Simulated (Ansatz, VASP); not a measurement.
# Two plane-wave programs on AlNi

The input INCAR:

```
SYSTEM = AlNi
PREC = Accurate
ENCUT = 520
EDIFF = 1E-6
ISMEAR = 0
SIGMA = 0.15
LREAL = .False.
LASPH = .True.
NELM = 100
ALGO = Normal
ISIF = 2
LWAVE = .False.
LCHARG = .False.
GGA = PE
NBANDS = 14
```

File KPOINTS:

```
regular mesh
0
Gamma
  16 16 16
  0 0 0
```

File POSCAR:

```
AlNi
1.0
    2.8687141731      0.0000000000      0.0000000000
    0.0000000000      2.8687141731      0.0000000000
    0.0000000000      0.0000000000      2.8687141731
Al Ni
1 1
Direct
    0.0000000000      0.0000000000      0.0000000000
    0.5000000000      0.5000000000      0.5000000000
```

Input for Ansatz:

```yaml
crystal:
  lattice:
    - [2.8687141731, 0.0, 0.0]
    - [0.0, 2.8687141731, 0.0]
    - [0.0, 0.0, 2.8687141731]
  atoms:
    - { symbol: Al, position: [0.0, 0.0, 0.0] }
    - { symbol: Ni, position: [0.5, 0.5, 0.5] }
basis:
  ecutwfc: 520.0
kpoints:
  mp_grid: { grid: [16, 16, 16] }
hamiltonian:
  xc: pbe
  pseudopotentials: { kind: paw, azcp: { folder: soft_1 } }
scf:
  occupations: { method: gaussian, width: 0.15 }
output:
  forces: true
  stress: true
  eigenvalues: true
```

Change from the starting cell: mode 6 frozen in at +0.000 Å, equal normal strain along x, y and z -0.0083.

Alike in both runs: task single point; functional PBE; k mesh 16 × 16 × 16; occupations gaussian, width 0.15 eV; no spin polarisation.

|  | VASP | Ansatz |
| --- | --- | --- |
| version | VASP 6.6.1 | Ansatz 0.2.0 |
| potentials or method | VASP PAW PBE potentials, release 64 (Al, Ni), cutoff 520 eV | scalar-relativistic, plane waves, PAW |
| valence electrons in the cell | 13 | 21 |

|  | VASP | Ansatz | Ansatz less VASP |
| --- | --- | --- | --- |
| gap on the k mesh at the Fermi level (eV) | none | none | - |
| pressure (GPa) | 4.2 | 4.2 | -0.02 |

A gap of «none» marks a metal or a gap that the smearing closes. With one functional, cell and mesh, what is left measures potentials, basis and numerics. VASP's potentials hold 13 valence electrons a cell and Ansatz's 21, so a difference there can come from the potentials and not from the codes.
